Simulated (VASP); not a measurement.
Here is a VASP 6.6.1 calculation.

The input INCAR:

```
SYSTEM = Pt
PREC = Accurate ; ENCUT = 520
EDIFF = 1E-7 ; ISMEAR = 0
SIGMA = 0.15 ; LREAL = .FALSE.
LASPH = .TRUE. ; NELM = 60
ALGO = Fast ; ISIF = 2
LWAVE = .FALSE. ; LCHARG = .FALSE.
GGA = PE ; NBANDS = 17
```

The input KPOINTS:

```
regular mesh
0
G
  18 18 10
  0 0 0
```

Contents of POSCAR:

```
Pt
1.0
    2.7103000000      0.0000000000      0.0000000000
   -1.3551500000      2.3471886519      0.0000000000
    0.0000000000      0.0000000000      4.6021000000
Pt
2
Direct
    0.6666666667      0.3333333333      0.7500000000
    0.3333333333      0.6666666667      0.2500000000
```

Potentials or basis: VASP PAW PBE potentials, release 64 (Pt).

Command:

```sh
$ cat potpaw_PBE.64/Pt/POTCAR > POTCAR
$ mpirun -np 1 vasp_std > vasp.out
```

Task: Estimate the pressure.

Result: 21.0 GPa.

Task: Predict the band gap on the k mesh.

Result: Zero (band 10 reaches 12.32 eV, above the bottom of band 11 at 10.90 eV).

Stress tensor (GPa, compression positive):
```
20.30  0.00  0.00
 0.00 20.30  0.00
 0.00  0.00 22.43
```

Caveat: spin-orbit coupling is left out, which moves the levels of the heavy elements.
